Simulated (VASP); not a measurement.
NaI, 4 atoms in the cell. The typed cell holds 4 atoms: a = 5.392 Å, b = 5.392 Å, c = 6.397 Å, α = 90.00°, β = 90.00°, γ = 120.00°. 

* Program: VASP 6.6.1
* Task: single point
* Functional: PBEsol
* Potentials or basis: VASP PAW PBE potentials, release 64 (Na_pv, I)
* Cutoff: 520 eV
* k mesh: 6 × 6 × 4
* Occupations: gaussian, width 0.02 eV
* Spin: no spin polarisation
* Dipole correction: no
* Further INCAR settings: ALGO = Normal; EDIFF = 1e-06; NBANDS = 22

Potentials or basis: VASP PAW PBE potentials, release 64 (Na_pv, I).

The run is started by

```bash
$ cat potpaw_PBE.64/Na_pv/POTCAR potpaw_PBE.64/I/POTCAR > POTCAR
$ mpirun -np 1 vasp_std > vasp.out
```

Hardware: 1 thread of Intel(R) Xeon(R) Platinum 8259CL CPU @ 2.50GHz (Skylake/Cascade Lake), with other jobs on the host.

Problem. How long does it take, and how much memory?

Solution. Run time: 50 s on 1 thread of Intel(R) Xeon(R) Platinum 8259CL CPU @ 2.50GHz (Skylake/Cascade Lake), on a shared host, peak memory 0.27 GiB. Counts: scf iterations 13, k points 21.
